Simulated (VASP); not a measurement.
Input of a VASP 6.6.1 run:

INCAR

```
  PREC = Accurate
  ENCUT = 520
  EDIFF = 1E-6
  ISMEAR = -1
  SIGMA = 0.1
  LREAL = F
  LASPH = T
  NELM = 80
  ALGO = Normal
  ISIF = 2
  LWAVE = F
  LCHARG = F
  GGA = B5
  ALDAX = 1.0
  AGGAX = 1.0
  AGGAC = 1.0
  ALDAC = 0.0
  NBANDS = 9
```

Contents of KPOINTS:

```
Automatic mesh
0
Gamma
  9 9 9
```

File POSCAR:

```
Mg
1.0
    0.0000000000      3.5675972999      3.5675972999
    3.5675972999      0.0000000000      3.5675972999
    3.5675972999      3.5675972999      0.0000000000
Mg
2
Direct
    0.1250000000      0.1250000000      0.1250000000
    0.8750000000      0.8750000000      0.8750000000
```

Potentials or basis: VASP PAW PBE potentials, release 64 (Mg).

Run with:

```bash
$ cat potpaw_PBE.64/Mg/POTCAR > POTCAR
$ mpirun -np 1 vasp_std > vasp.out
```

(1) Estimate the band gap on the k mesh.

(2) Predict the pressure.

## Answers

(1) zero (bands 2 and 3 overlap by 3.04 eV).

(2) 0.0 GPa.

Caveat: the PAW data sets were made with another functional, which shifts forces and pressure a little.
